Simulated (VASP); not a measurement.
A run of VASP 6.6.1:

The input INCAR:

```
SYSTEM = HfN
PREC     = Accurate       ! precision mode
ENCUT    = 520            ! plane-wave cutoff, eV
EDIFF    = 1E-6           ! SCF threshold, eV
ISMEAR   = 0              ! smearing method
SIGMA    = 0.1            ! smearing width, eV
LREAL    = .False.        ! projectors in reciprocal space
LASPH    = .True.         ! aspherical terms in the spheres
NELM     = 80             ! most SCF steps
ALGO     = Normal         ! electronic algorithm
ISIF     = 2              ! what is computed and relaxed
LWAVE    = .False.        ! write WAVECAR
LCHARG   = .False.        ! write CHGCAR
GGA      = PS             ! functional
IVDW     = 12             ! dispersion correction
NBANDS   = 14             ! bands
```

File KPOINTS:

```
Automatic mesh
0
Gamma
  16 16 16
  0 0 0
```

The input POSCAR:

```
HfN
1.0
    0.0000000000      2.2590000000      2.2590000000
    2.2590000000      0.0000000000      2.2590000000
    2.2590000000      2.2590000000      0.0000000000
Hf N
1 1
Direct
    0.0000000000      0.0000000000      0.0000000000
    0.5000000000      0.5000000000      0.5000000000
```

Potentials or basis: VASP PAW PBE potentials, release 64 (Hf_pv, N).

Command:

```bash
$ cat potpaw_PBE.64/Hf_pv/POTCAR potpaw_PBE.64/N/POTCAR > POTCAR
$ mpirun -np 1 vasp_std > vasp.out
```

Hardware: 1 thread of Intel(R) Xeon(R) Platinum 8259CL CPU @ 2.50GHz (Skylake/Cascade Lake) (shared host).

Question: Estimate the wall time of this run.

Answer: Run time: 35 s on 1 thread of Intel(R) Xeon(R) Platinum 8259CL CPU @ 2.50GHz (Skylake/Cascade Lake) (shared host), peak memory 0.18 GiB. Counts: scf iterations 13, k points 145.
